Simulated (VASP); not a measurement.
# WSe4 in VASP: a series of runs

Runs on WSe4. Level: PBEsol. Tasks: single point.

Program: VASP 6.6.1. These are calculated values, not measurements. Logs are shortened: lines on timing, memory, paths and dates and some standing lists are left out, and cuts for length are marked.

## 1. The cell of the first run

The cell holds a slab with vacuum, 5 atoms: a = 3.270 Å, b = 3.270 Å, c = 44.977 Å, α = 90.00°, β = 90.00°, γ = 120.00°.

## 2. Single point, PBEsol

File INCAR:

```
PREC = Accurate ; ENCUT = 520
EDIFF = 1E-6 ; ISMEAR = 0
SIGMA = 0.05 ; LREAL = F
LASPH = T ; NELM = 80
ALGO = Normal ; ISIF = 2
LWAVE = F ; LCHARG = F
LDIPOL = T ; IDIPOL = 3
DIPOL = 0.5 0.5 0.500 ; GGA = PS
NBANDS = 27
```

File KPOINTS:

```
Automatic mesh
0
Gamma
  9 9 1
```

File POSCAR:

```
WSe4
1.0
    3.2702526709      0.0000000000      0.0000000000
   -1.6351263355      2.8321218898      0.0000000000
    0.0000000000      0.0000000000     44.9768856250
Se W
4 1
Direct
    0.3333333333      0.6666666667      0.1667523195
    0.3333333333      0.6666666667      0.4628081394
    0.3333333333      0.6666666667      0.5371918606
    0.3333333333      0.6666666667      0.8332476805
    0.0000000000      0.0000000000      0.5000000000
```

Potentials or basis: VASP PAW PBE potentials, release 64 (Se, W_sv).

On the command line:

```bash
$ cat potpaw_PBE.64/Se/POTCAR potpaw_PBE.64/W_sv/POTCAR > POTCAR
$ mpirun -np 1 vasp_std > vasp.out
```

OUTCAR:

```text
PREC = Accurate
   ENCUT = 520
   EDIFF = 1E-6
   ISMEAR = 0
   LREAL = F
   LASPH = T
   NELM = 80
   ISIF = 2
   GGA = PS

 ion  position               nearest neighbor table
   1  0.333  0.667  0.167-
   2  0.333  0.667  0.463-   5 2.52   5 2.52   5 2.52
   3  0.333  0.667  0.537-   5 2.52   5 2.52   5 2.52
   4  0.333  0.667  0.833-
   5  0.000  0.000  0.500-   2 2.52   3 2.52   2 2.52   3 2.52   2 2.52   3 2.52

  LATTYP: Found a hexagonal cell.
 ALAT       =     3.2702526709
 C/A-ratio  =    13.7533365618

  Lattice vectors:

 A1 = (   3.2702526709,   0.0000000000,   0.0000000000)
 A2 = (  -1.6351263355,   2.8321218898,   0.0000000000)
 A3 = (   0.0000000000,   0.0000000000,  44.9768856250)

Analysis of symmetry for initial positions (statically):
=====================================================================
 Subroutine PRICEL returns:
 Original cell was already a primitive cell.

 Routine SETGRP: Setting up the symmetry group for a
 hexagonal supercell.

 Subroutine GETGRP returns: Found 12 space group operations
 (whereof 12 operations were pure point group operations)
 out of a pool of 24 trial point group operations.

The static configuration has the point symmetry D_3h.

Analysis of symmetry for dynamics (positions and initial velocities):
=====================================================================
 Subroutine PRICEL returns:
 Original cell was already a primitive cell.

 Routine SETGRP: Setting up the symmetry group for a
 hexagonal supercell.

 Subroutine GETGRP returns: Found 12 space group operations
 (whereof 12 operations were pure point group operations)
 out of a pool of 24 trial point group operations.

The dynamic configuration has the point symmetry D_3h.

 Subroutine INISYM returns: Found 12 space group operations
 (whereof 12 operations are pure point group operations),
 and found     1 'primitive' translations

----------------------------------------------------------------------------------------

                                     Primitive cell

  volume of cell :     416.5649

  direct lattice vectors                    reciprocal lattice vectors
     3.270252671  0.000000000  0.000000000     0.305786770  0.176546074  0.000000000
    -1.635126336  2.832121890  0.000000000     0.000000000  0.353092147  0.000000000
     0.000000000  0.000000000 44.976885625     0.000000000  0.000000000  0.022233643

  length of vectors
     3.270252671  3.270252671 44.976885625     0.353092147  0.353092147  0.022233643

  position of ions in fractional coordinates (direct lattice)
     0.333333333  0.666666667  0.166752319
     0.333333333  0.666666667  0.462808139
     0.333333333  0.666666667  0.537191861
     0.333333333  0.666666667  0.833247681
     0.000000000  0.000000000  0.500000000

  ion indices of the primitive-cell ions
   primitive index   ion index
                 1           1
                 2           2
                 3           3
                 4           4
                 5           5

----------------------------------------------------------------------------------------

 KPOINTS: Automatic mesh

Automatic generation of k-mesh.
 Grid dimensions read from file:
 generate k-points for:    9    9    1

 Generating k-lattice:

  Cartesian coordinates                     Fractional coordinates (reciprocal lattice)
     0.033976308  0.019616230  0.000000000     0.111111111  0.000000000  0.000000000
     0.000000000  0.039232461  0.000000000     0.000000000  0.111111111  0.000000000
     0.000000000  0.000000000  0.022233643     0.000000000  0.000000000  1.000000000

  Length of vectors
     0.039232461  0.039232461  0.022233643

  Shift w.r.t. Gamma in fractional coordinates (k-lattice)
     0.000000000  0.000000000  0.000000000

 Subroutine IBZKPT returns following result:
 ===========================================

 Found     12 irreducible k-points:

 Following reciprocal coordinates:
            Coordinates               Weight
  0.000000  0.000000  0.000000      1.000000
  0.111111  0.000000  0.000000      6.000000
  0.222222  0.000000  0.000000      6.000000
  0.333333  0.000000  0.000000      6.000000
  0.444444  0.000000  0.000000      6.000000
  0.111111  0.111111  0.000000      6.000000
  0.222222  0.111111  0.000000     12.000000
  0.333333  0.111111  0.000000     12.000000
  0.444444  0.111111  0.000000      6.000000
  0.222222  0.222222  0.000000      6.000000
  0.333333  0.222222  0.000000     12.000000
  0.333333  0.333333  0.000000      2.000000
   k-points           NKPTS =     12   k-points in BZ     NKDIM =     12   number of bands    NBANDS=     27
   number of dos      NEDOS =    301   number of ions     NIONS =      5
   total plane-waves  NPLWV = 193536
   dimension x,y,z NGX =    24 NGY =   24 NGZ =  336
   dimension x,y,z NGXF=    48 NGYF=   48 NGZF=  672
   ions per type =               4   1
   NGX,Y,Z   is equivalent  to a cutoff of  12.20, 12.20, 12.42 a.u.
   NGXF,Y,Z  is equivalent  to a cutoff of  24.40, 24.40, 24.84 a.u.
 SYSTEM =  unknown system
   PREC   = accura    normal or accurate (medium, high low for compatibility)
   ISTART =      0    job   : 0-new  1-cont  2-samecut
   ICHARG =      2    charge: 1-file 2-atom 10-const
   ISPIN  =      1    spin polarized calculation?
   LNONCOLLINEAR =      F non collinear calculations
   LSORBIT =      F    spin-orbit coupling
   LASPH  =      T    aspherical Exc in radial PAW
   ENCUT  =  520.0 eV  38.22 Ry    6.18 a.u.   6.08  6.08 83.63*2*pi/ulx,y,z
   NELM   =     80;   NELMIN=  2; NELMDL= -5     # of ELM steps
   EDIFF  = 0.1E-05   stopping-criterion for ELM
   LREAL  =      F    real-space projection
   EDIFFG = 0.1E-04   stopping-criterion for IOM
   NSW    =      0    number of steps for IOM
   IBRION =     -1    ionic relax: 0-MD 1-quasi-New 2-CG
   NFREE  =      0    steps in history (QN), initial steepest desc. (CG)
   ISIF   =      2    stress and relaxation
   ISYM   =      2    0-nonsym 1-usesym 2-fastsym
   POTIM  = 0.5000    time-step for ionic-motion
   TEBEG  =    0.0;   TEEND  =   0.0 temperature during run
   PSTRESS=    0.0 pullay stress
   NELECT =      38.0000    total number of electrons
   NUPDOWN=      -1.0000    fix difference up-down
   EMIN   =  10.00;   EMAX   =-10.00  energy-range for DOS
   EFERMI =   0.00;   METHOD = LEGACY
   ISMEAR =     0;   SIGMA  =   0.05  broadening in eV -4-tet -1-fermi 0-gaus
   EFERMI_NEDOS =   21; number of points for ismear=-14 and -15
   IALGO  =     38    algorithm
   IMIX   =      4    mixing-type and parameters
     AMIX     =   0.40;   BMIX     =  1.00
     AMIX_MAG =   1.60;   BMIX_MAG =  1.00
  volume/ion in A,a.u.               =      83.31       562.22
  Fermi-wavevector in a.u.,A,eV,Ry     =   0.736956  1.392646  7.389389  0.543105
  Thomas-Fermi vector in A             =   1.830521
   LORBIT       =      0    0 simple, 1 ext, 2 COOP (PROOUT), +10 PAW based schemes
   GGA     = PS    functional components
   LHFCALC =     F    Hartree Fock is set to
   AEXX    =    0.0000 exact exchange contribution
   IVDW    =     0    specifies the selected vdW correction
   LEPSILON=     F    determine dielectric tensor
   LRPA    =     F    only Hartree local field effects (RPA)
 non-spin polarized calculation
 Gauss-broadening in eV      SIGMA  =   0.05
  energy-cutoff  :      520.00
  volume of cell :      416.56
 maximum number of plane-waves:     11352
   NGX = 13   NGY = 13   NGZ =167

 number of electron      37.9999989 magnetization

 dipolmoment           0.000000      0.000000      0.000000 electrons x Angstroem

 Free energy of the ion-electron system (eV)
  ---------------------------------------------------
  ext. energy  EPLUGINS =         0.00000000
  ---------------------------------------------------
  free energy    TOTEN  =       -28.16243431 eV

  energy without entropy =      -28.14862584  energy(sigma->0) =      -28.15553008

 E-fermi :  -3.2832     XC(G=0):  -3.5067

 val. band max:       -3.3060264343   @ k =   0.3333   0.3333   0.0000
 cond. band min:      -3.2540574018   @ k =   0.3333   0.2222   0.0000
 fundamental gap:      0.0519690325
 Fermi energy:        -3.2831789579

 k-point     1 :       0.0000    0.0000    0.0000
  band No.  band energies     occupation
      1     -77.2526      2.00000
      2     -41.5143      2.00000
      3     -41.3698      2.00000
      4     -41.3698      2.00000
      5     -18.2001      2.00000
      6     -16.8960      2.00000
[... 19 lines left out ...]
     26       1.2440      0.00000
     27       1.8470      0.00000

 k-point     2 :       0.1111    0.0000    0.0000
  band No.  band energies     occupation
      1     -77.2513      2.00000
      2     -41.5086      2.00000
      3     -41.3996      2.00000
      4     -41.3767      2.00000
      5     -18.0090      2.00000
      6     -16.8005      2.00000
[... 19 lines left out ...]
     26       1.8071      0.00000
     27       2.0920      0.00000

 k-point     3 :       0.2222    0.0000    0.0000
  band No.  band energies     occupation
      1     -77.2480      2.00000
      2     -41.4941      2.00000
      3     -41.4742      2.00000
      4     -41.3943      2.00000
      5     -17.4813      2.00000
      6     -16.5386      2.00000
[... 234 lines left out ...]
      1     -77.2405      2.00000
      2     -41.5823      2.00000
      3     -41.4874      2.00000
      4     -41.4621      2.00000
      5     -15.9608      2.00000
      6     -15.7974      2.00000
[... 19 lines left out ...]
     26       2.3331      0.00000
     27       4.2118      0.00000

 k-point    12 :       0.3333    0.3333    0.0000
  band No.  band energies     occupation
      1     -77.2399      2.00000
      2     -41.5569      2.00000
      3     -41.5310      2.00000
      4     -41.4592      2.00000
      5     -15.7975      2.00000
      6     -15.7111      2.00000
[... 19 lines left out ...]
     26       2.5275      0.00000
     27       3.2477      0.00000

------------------------ aborting loop because EDIFF is reached ----------------------------------------

 vacuum level on the upper side and lower side of the slab       (xc-potential included)        -0.005        -0.005

  FORCE on cell =-STRESS in cart. coord.  units (eV):
  Direction    XX          YY          ZZ          XY          YZ          ZX
  --------------------------------------------------------------------------------------
  -------------------------------------------------------------------------------------
  Total       -6.5974997     -6.5974997      0.2154895      0.0000000     -0.0000000      0.0000000
  in kB      -25.3750749    -25.3750749      0.8288082      0.0000000     -0.0000000      0.0000000
  external PRESSURE =     -16.6404472 kB  Pullay stress =       0.0000000 kB

 VOLUME and BASIS-vectors are now :
 -----------------------------------------------------------------------------
  energy-cutoff  :      520.00
  volume of cell :      416.56
      direct lattice vectors                 reciprocal lattice vectors
     3.270252671  0.000000000  0.000000000     0.305786770  0.176546074  0.000000000
    -1.635126336  2.832121890  0.000000000     0.000000000  0.353092147  0.000000000
     0.000000000  0.000000000 44.976885625     0.000000000  0.000000000  0.022233643

 POSITION                                       TOTAL-FORCE (eV/Angst)
 -----------------------------------------------------------------------------------
     -0.00000      1.88808      7.50000        -0.000000      0.000000      0.000555
     -0.00000      1.88808     20.81567         0.000000     -0.000000     -0.072252
     -0.00000      1.88808     24.16122        -0.000000      0.000000      0.072252
     -0.00000      1.88808     37.47689        -0.000000      0.000000     -0.000555
      0.00000      0.00000     22.48844         0.000000     -0.000000      0.000000
 -----------------------------------------------------------------------------------
    total drift:                                0.000000     -0.000000     -0.000000

  FREE ENERGIE OF THE ION-ELECTRON SYSTEM (eV)
  ---------------------------------------------------
  free  energy   TOTEN  =       -28.1624343137 eV

  energy  without entropy=      -28.1486258376  energy(sigma->0) =      -28.15553008

 vacuum level on the upper side and lower side of the slab         3.188         3.188
```

It took 2.9 min on 1 thread of Intel Xeon Platinum 8488C (Sapphire Rapids), shared host; peak memory 0.51 GiB.

Results:

```
Free energy            : -28.1624 eV
Largest force          : 0.072 eV/Å
Band gap on the k mesh : zero (band 19 reaches -1.07 eV, above the bottom of band 20 at -3.65 eV)
```

Forces in eV/Å, atoms in the order of the input:
```
Se   0.000  0.000  0.001
Se   0.000  0.000 -0.072
Se   0.000  0.000  0.072
Se   0.000  0.000 -0.001
W    0.000  0.000  0.000
```

Caveat: the PAW data sets were made with another functional, which shifts forces and pressure a little; spin-orbit coupling is left out, which moves the levels of the heavy elements.

(Continued in part 2 of 2.)
